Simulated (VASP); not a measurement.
Wanted: the native input for a VASP 6.6.1 run.

| Quantity | Value |
| --- | --- |
| Task | single point |
| Functional | r2SCAN |
| Potentials or basis | VASP PAW PBE potentials, release 64 (Ag) |
| Cutoff | 520 eV |
| k mesh | 12 × 12 × 4 |
| Occupations | gaussian, width 0.15 eV |
| Spin | no spin polarisation |
| Dipole correction | no |
| Further INCAR settings | ALGO = Normal; EDIFF = 1e-07; NBANDS = 30 |

The system is Ag.

```xyz
4
Lattice="2.9037 0.0000 0.0000 -1.4518 2.5147 0.0000 0.0000 0.0000 9.4957" Properties=species:S:1:pos:R:3 pbc="T T T"
Ag    0.0000    1.6764    1.1870
Ag    0.0000    1.6764    5.9348
Ag    1.4518    0.8382    3.5609
Ag    1.4518    0.8382    8.3087
```

This isn't the form of Ag at room conditions, which is fcc.

One way to write it, as run:

POSCAR

```
Ag
1.0
    2.9036957656      0.0000000000      0.0000000000
   -1.4518478828      2.5146742978      0.0000000000
    0.0000000000      0.0000000000      9.4956926571
Ag
4
Direct
    0.3333333333      0.6666666667      0.1250000000
    0.3333333333      0.6666666667      0.6250000000
    0.6666666667      0.3333333333      0.3750000000
    0.6666666667      0.3333333333      0.8750000000
```

INCAR.step1

```
PREC = Accurate ; ENCUT = 520
ISMEAR = 0 ; SIGMA = 0.15
LREAL = False ; LASPH = True
NELM = 100 ; NBANDS = 30
GGA = PE ; ALGO = Normal
EDIFF = 1E-4 ; LWAVE = True
LCHARG = False
```

INCAR.step2

```
PREC = Accurate ; ENCUT = 520
EDIFF = 1E-7 ; ISMEAR = 0
SIGMA = 0.15 ; LREAL = False
LASPH = True ; NELM = 100
ALGO = Normal ; ISIF = 2
LWAVE = False ; LCHARG = True
METAGGA = R2SCAN ; LMIXTAU = True
LELF = True ; LVHAR = True
NBANDS = 30 ; ISTART = 1
```

KPOINTS

```
regular mesh
0
Gamma
  12 12 4
```

Potentials or basis: VASP PAW PBE potentials, release 64 (Ag).

Command:

```bash
$ cat potpaw_PBE.64/Ag/POTCAR > POTCAR
$ cp INCAR.step1 INCAR
$ mpirun -np 1 vasp_std > vasp.out
$ cp INCAR.step2 INCAR
$ mpirun -np 1 vasp_std > vasp.out
```

It gave:

The pressure is 0.2 GPa. The band gap on the k mesh is zero (bands 22 and 23 overlap by 6.99 eV).

Caveat: the PAW data sets were made with another functional, which shifts forces and pressure a little.

Run time: 7.2 min on 1 thread of Intel(R) Xeon(R) Platinum 8259CL CPU @ 2.50GHz (Skylake/Cascade Lake), with other jobs on the host, peak memory 0.25 GiB.
